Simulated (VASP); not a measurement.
# Be (Fd-3m) in VASP: a series of runs, part 2 of 2

VASP 6.6.1. The steps go on from the part before.

## Step 5: Single point, LDA

This run uses another cell than the first one, of 14.04 Å³/atom, 1.176 times its volume.

File INCAR:

```
ALGO = Normal ; EDIFF = 1E-6
ENCUT = 520 ; GGA = CA
ISIF = 2 ; ISMEAR = -1
LASPH = T ; LCHARG = T
LELF = T ; LREAL = F
LVHAR = T ; LWAVE = F
NBANDS = 9 ; NELM = 60
PREC = Accurate ; SIGMA = 0.08
```

File KPOINTS:

```
k-points
0
Gamma
  15 15 15
```

File POSCAR:

```
Be
1.0
    0.0000000000      2.4122195376      2.4122195376
    2.4122195376      0.0000000000      2.4122195376
    2.4122195376      2.4122195376      0.0000000000
Be
2
Direct
   -0.1250000000     -0.1250000000     -0.1250000000
    0.1250000000      0.1250000000      0.1250000000
```

Potentials or basis: VASP PAW LDA potentials, release 64 (Be).

Command:

```bash
$ cat potpaw_LDA.64/Be/POTCAR > POTCAR
$ mpirun -np 1 vasp_std > vasp.out
```

OUTCAR:

```text
EDIFF = 1E-6
   ENCUT = 520
   GGA = CA
   ISIF = 2
   ISMEAR = -1
   LASPH = T
   LREAL = F
   NELM = 60
   PREC = Accurate

 ion  position               nearest neighbor table
   1  0.875  0.875  0.875-   2 2.09   2 2.09   2 2.09   2 2.09
   2  0.125  0.125  0.125-   1 2.09   1 2.09   1 2.09   1 2.09

  LATTYP: Found a face centered cubic cell.
 ALAT       =     4.8244390752

  Lattice vectors:

 A1 = (   0.0000000000,   2.4122195376,   2.4122195376)
 A2 = (   2.4122195376,   0.0000000000,   2.4122195376)
 A3 = (   2.4122195376,   2.4122195376,   0.0000000000)

Analysis of symmetry for initial positions (statically):
=====================================================================
 Subroutine PRICEL returns:
 Original cell was already a primitive cell.

 Routine SETGRP: Setting up the symmetry group for a
 face centered cubic supercell.

 Subroutine GETGRP returns: Found 48 space group operations
 (whereof 12 operations were pure point group operations)
 out of a pool of 48 trial point group operations.

The static configuration has the point symmetry D_3d.
 The point group associated with its full space group is O_h .

Analysis of symmetry for dynamics (positions and initial velocities):
=====================================================================
 Subroutine PRICEL returns:
 Original cell was already a primitive cell.

 Routine SETGRP: Setting up the symmetry group for a
 face centered cubic supercell.

 Subroutine GETGRP returns: Found 48 space group operations
 (whereof 12 operations were pure point group operations)
 out of a pool of 48 trial point group operations.

The dynamic configuration has the point symmetry D_3d.
 The point group associated with its full space group is O_h .

 Subroutine INISYM returns: Found 48 space group operations
 (whereof 12 operations are pure point group operations),
 and found     1 'primitive' translations

----------------------------------------------------------------------------------------

                                     Primitive cell

  volume of cell :      28.0725

  direct lattice vectors                    reciprocal lattice vectors
     0.000000000  2.412219538  2.412219538    -0.207277983  0.207277983  0.207277983
     2.412219538  0.000000000  2.412219538     0.207277983 -0.207277983  0.207277983
     2.412219538  2.412219538  0.000000000     0.207277983  0.207277983 -0.207277983

  length of vectors
     3.411393585  3.411393585  3.411393585     0.359015998  0.359015998  0.359015998

  position of ions in fractional coordinates (direct lattice)
     0.875000000  0.875000000  0.875000000
     0.125000000  0.125000000  0.125000000

  ion indices of the primitive-cell ions
   primitive index   ion index
                 1           1
                 2           2

----------------------------------------------------------------------------------------

 KPOINTS: k-points

Automatic generation of k-mesh.
 Grid dimensions read from file:
 generate k-points for:   15   15   15

 Generating k-lattice:

  Cartesian coordinates                     Fractional coordinates (reciprocal lattice)
    -0.013818532  0.013818532  0.013818532     0.066666667  0.000000000  0.000000000
     0.013818532 -0.013818532  0.013818532     0.000000000  0.066666667  0.000000000
     0.013818532  0.013818532 -0.013818532     0.000000000  0.000000000  0.066666667

  Length of vectors
     0.023934400  0.023934400  0.023934400

  Shift w.r.t. Gamma in fractional coordinates (k-lattice)
     0.000000000  0.000000000  0.000000000

 Subroutine IBZKPT returns following result:
 ===========================================

 Found    120 irreducible k-points:

 Following reciprocal coordinates:
            Coordinates               Weight
  0.000000  0.000000  0.000000      1.000000
  0.066667  0.000000  0.000000      8.000000
  0.133333  0.000000  0.000000      8.000000
  0.200000  0.000000  0.000000      8.000000
  0.266667  0.000000  0.000000      8.000000
  0.333333  0.000000  0.000000      8.000000
[... 16 lines left out ...]
  0.133333  0.133333  0.000000      6.000000
  0.200000  0.133333  0.000000     24.000000
 [... further k-points ...]
   k-points           NKPTS =    120   k-points in BZ     NKDIM =    120   number of bands    NBANDS=      9
   number of dos      NEDOS =    301   number of ions     NIONS =      2
   total plane-waves  NPLWV =  21952
   dimension x,y,z NGX =    28 NGY =   28 NGZ =   28
   dimension x,y,z NGXF=    56 NGYF=   56 NGZF=   56
   ions per type =               2
   NGX,Y,Z   is equivalent  to a cutoff of  13.65, 13.65, 13.65 a.u.
   NGXF,Y,Z  is equivalent  to a cutoff of  27.29, 27.29, 27.29 a.u.
 SYSTEM =  unknown system
   PREC   = accura    normal or accurate (medium, high low for compatibility)
   ISTART =      0    job   : 0-new  1-cont  2-samecut
   ICHARG =      2    charge: 1-file 2-atom 10-const
   ISPIN  =      1    spin polarized calculation?
   LNONCOLLINEAR =      F non collinear calculations
   LSORBIT =      F    spin-orbit coupling
   LASPH  =      T    aspherical Exc in radial PAW
   ENCUT  =  520.0 eV  38.22 Ry    6.18 a.u.   6.34  6.34  6.34*2*pi/ulx,y,z
   NELM   =     60;   NELMIN=  2; NELMDL= -5     # of ELM steps
   EDIFF  = 0.1E-05   stopping-criterion for ELM
   LREAL  =      F    real-space projection
   EDIFFG = 0.1E-04   stopping-criterion for IOM
   NSW    =      0    number of steps for IOM
   IBRION =     -1    ionic relax: 0-MD 1-quasi-New 2-CG
   NFREE  =      0    steps in history (QN), initial steepest desc. (CG)
   ISIF   =      2    stress and relaxation
   ISYM   =      2    0-nonsym 1-usesym 2-fastsym
   POTIM  = 0.5000    time-step for ionic-motion
   TEBEG  =    0.0;   TEEND  =   0.0 temperature during run
   PSTRESS=    0.0 pullay stress
   NELECT =       4.0000    total number of electrons
   NUPDOWN=      -1.0000    fix difference up-down
   EMIN   =  10.00;   EMAX   =-10.00  energy-range for DOS
   EFERMI =   0.00;   METHOD = LEGACY
   ISMEAR =    -1;   SIGMA  =   0.08  broadening in eV -4-tet -1-fermi 0-gaus
   EFERMI_NEDOS =   21; number of points for ismear=-14 and -15
   IALGO  =     38    algorithm
   IMIX   =      4    mixing-type and parameters
     AMIX     =   0.40;   BMIX     =  1.00
     AMIX_MAG =   1.60;   BMIX_MAG =  1.00
  volume/ion in A,a.u.               =      14.04        94.72
  Fermi-wavevector in a.u.,A,eV,Ry     =   0.855069  1.615847  9.947812  0.731144
  Thomas-Fermi vector in A             =   1.971762
   LORBIT       =      0    0 simple, 1 ext, 2 COOP (PROOUT), +10 PAW based schemes
   GGA     = CA    functional components
   LHFCALC =     F    Hartree Fock is set to
   AEXX    =    0.0000 exact exchange contribution
   IVDW    =     0    specifies the selected vdW correction
   LEPSILON=     F    determine dielectric tensor
   LRPA    =     F    only Hartree local field effects (RPA)
 non-spin polarized calculation
  energy-cutoff  :      520.00
  volume of cell :       28.07
 maximum number of plane-waves:       769
 NGX is ok and might be reduce to    28
   NGX = 13   NGY = 13   NGZ = 13

 number of electron       4.0000000 magnetization

 Free energy of the ion-electron system (eV)
  ---------------------------------------------------
  ext. energy  EPLUGINS =         0.00000000
  ---------------------------------------------------
  free energy    TOTEN  =        -4.95066596 eV

  energy without entropy =       -4.93087973  energy(sigma->0) =       -4.94077285

 E-fermi :   1.8521     XC(G=0):  -8.7200

 val. band max:        1.8218627216   @ k =  -0.3333   0.3333   0.1333
 cond. band min:       1.9078267053   @ k =  -0.2667   0.0667   0.0000
 fundamental gap:      0.0859639836
 Fermi energy:         1.8521391178

 k-point     1 :       0.0000    0.0000    0.0000
  band No.  band energies     occupation
      1      -5.5366      2.00000
      2       6.6749      0.00000
      3       6.6749      0.00000
      4       6.6749      0.00000
      5       9.2846      0.00000
      6       9.2846      0.00000
      7       9.2846      0.00000
      8      16.4623      0.00000
      9      16.7015      0.00000
[... 265 lines left out ...]
 k-point    24 :       0.2000    0.1333    0.0000
  band No.  band energies     occupation
      1      -4.9257      2.00000
      2       4.4508      0.00000
      3       4.8851      0.00000
      4       5.7347      0.00000
      5       9.1103      0.00000
      6      11.6610      0.00000
      7      11.6963      0.00000
      8      12.9598      0.00000
      9      17.6621      0.00000

 [... further k-points ...]
[... 5 lines left out ...]
  --------------------------------------------------------------------------------------
  -------------------------------------------------------------------------------------
  Total        0.0218020      0.0218020      0.0218020     -0.0000000      0.0000000      0.0000000
  in kB        1.2443010      1.2443010      1.2443010     -0.0000000      0.0000000      0.0000000
  external PRESSURE =       1.2443010 kB  Pullay stress =       0.0000000 kB

 VOLUME and BASIS-vectors are now :
 -----------------------------------------------------------------------------
  energy-cutoff  :      520.00
  volume of cell :       28.07
      direct lattice vectors                 reciprocal lattice vectors
     0.000000000  2.412219538  2.412219538    -0.207277983  0.207277983  0.207277983
     2.412219538  0.000000000  2.412219538     0.207277983 -0.207277983  0.207277983
     2.412219538  2.412219538  0.000000000     0.207277983  0.207277983 -0.207277983

 POSITION                                       TOTAL-FORCE (eV/Angst)
 -----------------------------------------------------------------------------------
      4.22138      4.22138      4.22138         0.000000     -0.000000     -0.000000
      0.60305      0.60305      0.60305        -0.000000      0.000000      0.000000
 -----------------------------------------------------------------------------------
    total drift:                               -0.000000     -0.000000     -0.000000

  FREE ENERGIE OF THE ION-ELECTRON SYSTEM (eV)
  ---------------------------------------------------
  free  energy   TOTEN  =        -4.9506659599 eV

  energy  without entropy=       -4.9308797321  energy(sigma->0) =       -4.94077285
```

OSZICAR:

```text
N       E                     dE             d eps       ncg     rms          rms(c)
DAV:   1    -0.185832178213E+01   -0.18583E+01   -0.13530E+03  2168   0.327E+02
DAV:   2    -0.494847201812E+01   -0.30902E+01   -0.29701E+01  3140   0.331E+01
DAV:   3    -0.499352275785E+01   -0.45051E-01   -0.44754E-01  2631   0.332E+00
DAV:   4    -0.499358095006E+01   -0.58192E-04   -0.58185E-04  2889   0.114E-01
DAV:   5    -0.499358097004E+01   -0.19979E-07   -0.19933E-07  2547   0.203E-03    0.938E-01
DAV:   6    -0.496441857177E+01    0.29162E-01   -0.94453E-03  2462   0.406E-01    0.557E-01
DAV:   7    -0.495065554045E+01    0.13763E-01   -0.17605E-02  2626   0.550E-01    0.251E-02
DAV:   8    -0.495066607400E+01   -0.10534E-04   -0.15458E-04  2447   0.776E-02    0.614E-03
DAV:   9    -0.495066595994E+01    0.11407E-06   -0.17045E-06  2780   0.826E-03
   1 F= -.49506660E+01 E0= -.49407728E+01  d E =-.197862E-01
```

stdout:

```text
POSCAR found type information on POSCAR Be
 POSCAR found :  1 types and       2 ions
 scaLAPACK will be used
 LDA part: xc-table for (Slater(with rela. corr.)+CA(PZ))
 , standard interpolation
 POSCAR, INCAR and KPOINTS ok, starting setup
 FFT: planning ... GRIDC
 FFT: planning ... GRID_SOFT
 FFT: planning ... GRID
 WAVECAR not read
 entering main loop
```

It took 9.5 s on 1 thread of Intel Xeon 6975P-C (Granite Rapids), shared host; peak memory 0.14 GiB.

Results:

| Item | Value |
| --- | --- |
| Free energy | -4.9507 eV |
| Pressure | 0.1 GPa |
| Band gap on the k mesh | zero (band 2 reaches 6.67 eV, above the bottom of band 3 at 0.31 eV) |

Levels at points of the mesh, in eV from the Fermi level:
| k point | band 1 | band 2 | band 3 | band 4 | band 5 |
| --- | --- | --- | --- | --- | --- |
| (0.00, 0.00, 0.00) | -7.39 | 4.82 | 4.82 | 4.82 | 7.43 |

## Step 6: Single point, LDA

This run uses another cell than the first one, of 14.04 Å³/atom, 1.176 times its volume.

File INCAR:

```
PREC = Accurate
ENCUT = 520
EDIFF = 1E-7
ISMEAR = -1
SIGMA = 0.08
LREAL = False
LASPH = True
NELM = 100
ALGO = Normal
ISIF = 2
LWAVE = False
LCHARG = False
NBANDS = 9
```

File KPOINTS:

```
regular mesh
0
Gamma
  15 15 15
```

POSCAR is that of step 5.

Potentials or basis: VASP PAW LDA potentials, release 64 (Be).

Command:

```bash
$ cat potpaw_LDA.64/Be/POTCAR > POTCAR
$ mpirun -np 1 vasp_std > vasp.out
```

OUTCAR:

```text
PREC = Accurate
   ENCUT = 520
   EDIFF = 1E-7
   ISMEAR = -1
   LREAL = False
   LASPH = True
   NELM = 100
   ISIF = 2

 ion  position               nearest neighbor table
   1  0.875  0.875  0.875-   2 2.09   2 2.09   2 2.09   2 2.09
   2  0.125  0.125  0.125-   1 2.09   1 2.09   1 2.09   1 2.09

  LATTYP: Found a face centered cubic cell.
 ALAT       =     4.8244390752

  Lattice vectors:

 A1 = (   0.0000000000,   2.4122195376,   2.4122195376)
 A2 = (   2.4122195376,   0.0000000000,   2.4122195376)
 A3 = (   2.4122195376,   2.4122195376,   0.0000000000)

Analysis of symmetry for initial positions (statically):
=====================================================================
 Subroutine PRICEL returns:
 Original cell was already a primitive cell.

 Routine SETGRP: Setting up the symmetry group for a
 face centered cubic supercell.

 Subroutine GETGRP returns: Found 48 space group operations
 (whereof 12 operations were pure point group operations)
 out of a pool of 48 trial point group operations.

The static configuration has the point symmetry D_3d.
 The point group associated with its full space group is O_h .

Analysis of symmetry for dynamics (positions and initial velocities):
=====================================================================
 Subroutine PRICEL returns:
 Original cell was already a primitive cell.

 Routine SETGRP: Setting up the symmetry group for a
 face centered cubic supercell.

 Subroutine GETGRP returns: Found 48 space group operations
 (whereof 12 operations were pure point group operations)
 out of a pool of 48 trial point group operations.

The dynamic configuration has the point symmetry D_3d.
 The point group associated with its full space group is O_h .

 Subroutine INISYM returns: Found 48 space group operations
 (whereof 12 operations are pure point group operations),
 and found     1 'primitive' translations

----------------------------------------------------------------------------------------

                                     Primitive cell

  volume of cell :      28.0725
[... 110 lines left out ...]
  volume/ion in A,a.u.               =      14.04        94.72
  Fermi-wavevector in a.u.,A,eV,Ry     =   0.855069  1.615847  9.947812  0.731144
  Thomas-Fermi vector in A             =   1.971762
   LORBIT       =      0    0 simple, 1 ext, 2 COOP (PROOUT), +10 PAW based schemes
   GGA     = CA    functional components
   LHFCALC =     F    Hartree Fock is set to
   AEXX    =    0.0000 exact exchange contribution
   IVDW    =     0    specifies the selected vdW correction
   LEPSILON=     F    determine dielectric tensor
   LRPA    =     F    only Hartree local field effects (RPA)
 non-spin polarized calculation
  energy-cutoff  :      520.00
  volume of cell :       28.07
 maximum number of plane-waves:       769
 NGX is ok and might be reduce to    28
   NGX = 13   NGY = 13   NGZ = 13

 number of electron       4.0000000 magnetization

 Free energy of the ion-electron system (eV)
  ---------------------------------------------------
  ext. energy  EPLUGINS =         0.00000000
  ---------------------------------------------------
  free energy    TOTEN  =        -4.95066589 eV

  energy without entropy =       -4.93087971  energy(sigma->0) =       -4.94077280

 E-fermi :   1.8522     XC(G=0):  -8.7200

 val. band max:        1.8219414707   @ k =  -0.3333   0.3333   0.1333
 cond. band min:       1.9079017014   @ k =  -0.2667   0.0667   0.0000
 fundamental gap:      0.0859602308
 Fermi energy:         1.8522122167

 k-point     1 :       0.0000    0.0000    0.0000
  band No.  band energies     occupation
      1      -5.5365      2.00000
      2       6.6750      0.00000
      3       6.6750      0.00000
      4       6.6750      0.00000
      5       9.2846      0.00000
      6       9.2846      0.00000
      7       9.2846      0.00000
      8      16.4624      0.00000
      9      16.7017      0.00000
[... 265 lines left out ...]
 k-point    24 :       0.2000    0.1333    0.0000
  band No.  band energies     occupation
      1      -4.9256      2.00000
      2       4.4508      0.00000
      3       4.8852      0.00000
      4       5.7348      0.00000
      5       9.1103      0.00000
      6      11.6611      0.00000
      7      11.6964      0.00000
      8      12.9598      0.00000
      9      17.6622      0.00000

 [... further k-points ...]
[... 5 lines left out ...]
  --------------------------------------------------------------------------------------
  -------------------------------------------------------------------------------------
  Total        0.0215768      0.0215768      0.0215768      0.0000000      0.0000000      0.0000000
  in kB        1.2314515      1.2314515      1.2314515      0.0000000      0.0000000      0.0000000
  external PRESSURE =       1.2314515 kB  Pullay stress =       0.0000000 kB

 VOLUME and BASIS-vectors are now :
 -----------------------------------------------------------------------------
  energy-cutoff  :      520.00
  volume of cell :       28.07
      direct lattice vectors                 reciprocal lattice vectors
     0.000000000  2.412219538  2.412219538    -0.207277983  0.207277983  0.207277983
     2.412219538  0.000000000  2.412219538     0.207277983 -0.207277983  0.207277983
     2.412219538  2.412219538  0.000000000     0.207277983  0.207277983 -0.207277983

 POSITION                                       TOTAL-FORCE (eV/Angst)
 -----------------------------------------------------------------------------------
      4.22138      4.22138      4.22138         0.000000      0.000000      0.000000
      0.60305      0.60305      0.60305        -0.000000     -0.000000     -0.000000
 -----------------------------------------------------------------------------------
    total drift:                               -0.000000     -0.000000     -0.000000

  FREE ENERGIE OF THE ION-ELECTRON SYSTEM (eV)
  ---------------------------------------------------
  free  energy   TOTEN  =        -4.9506658881 eV

  energy  without entropy=       -4.9308797066  energy(sigma->0) =       -4.94077280
```

OSZICAR:

```text
N       E                     dE             d eps       ncg     rms          rms(c)
DAV:   1    -0.185832178213E+01   -0.18583E+01   -0.13530E+03  2168   0.327E+02
DAV:   2    -0.494847201812E+01   -0.30902E+01   -0.29701E+01  3140   0.331E+01
DAV:   3    -0.499352275785E+01   -0.45051E-01   -0.44754E-01  2631   0.332E+00
DAV:   4    -0.499358095006E+01   -0.58192E-04   -0.58185E-04  2889   0.114E-01
DAV:   5    -0.499358097004E+01   -0.19979E-07   -0.19933E-07  2547   0.203E-03    0.938E-01
DAV:   6    -0.496441857177E+01    0.29162E-01   -0.94453E-03  2462   0.406E-01    0.557E-01
DAV:   7    -0.495065554045E+01    0.13763E-01   -0.17605E-02  2626   0.550E-01    0.251E-02
DAV:   8    -0.495066607400E+01   -0.10534E-04   -0.15458E-04  2447   0.776E-02    0.614E-03
DAV:   9    -0.495066595994E+01    0.11407E-06   -0.17045E-06  2780   0.826E-03    0.181E-03
DAV:  10    -0.495066588811E+01    0.71831E-07   -0.41195E-08  2372   0.148E-03
   1 F= -.49506659E+01 E0= -.49407728E+01  d E =-.197862E-01
```

stdout:

```text
POSCAR found type information on POSCAR Be
 POSCAR found :  1 types and       2 ions
 scaLAPACK will be used
 LDA part: xc-table for (Slater(with rela. corr.)+CA(PZ))
 , standard interpolation
 POSCAR, INCAR and KPOINTS ok, starting setup
 FFT: planning ... GRIDC
 FFT: planning ... GRID_SOFT
 FFT: planning ... GRID
 WAVECAR not read
 entering main loop
```

It took 10 s on 1 thread of Intel Xeon 6975P-C (Granite Rapids), shared host; peak memory 0.14 GiB.

Results:

```
Free energy            : -4.9507 eV
Pressure               : 0.1 GPa
Band gap on the k mesh : zero (band 2 reaches 6.67 eV, above the bottom of band 3 at 0.31 eV)
```

## Step 7: The runs side by side

```tsv
cell	gap on the mesh (eV)	pressure (GPa)
a = 3.232 Å, angles 60.0°, 2 atoms	none	10.4
a = 3.354 Å, angles 60.0°, 2 atoms	none	2.8
a = 3.411 Å, angles 60.0°, 2 atoms	none	0.1
```

Alike in all rows: task single point; level LDA; potentials or basis VASP PAW LDA potentials, release 64 (Be); no spin polarisation; k mesh 15 × 15 × 15; cutoff (eV) 520; smearing fermi-dirac 0.08 eV.

Absolute energies hang on the potentials; compare differences alone.
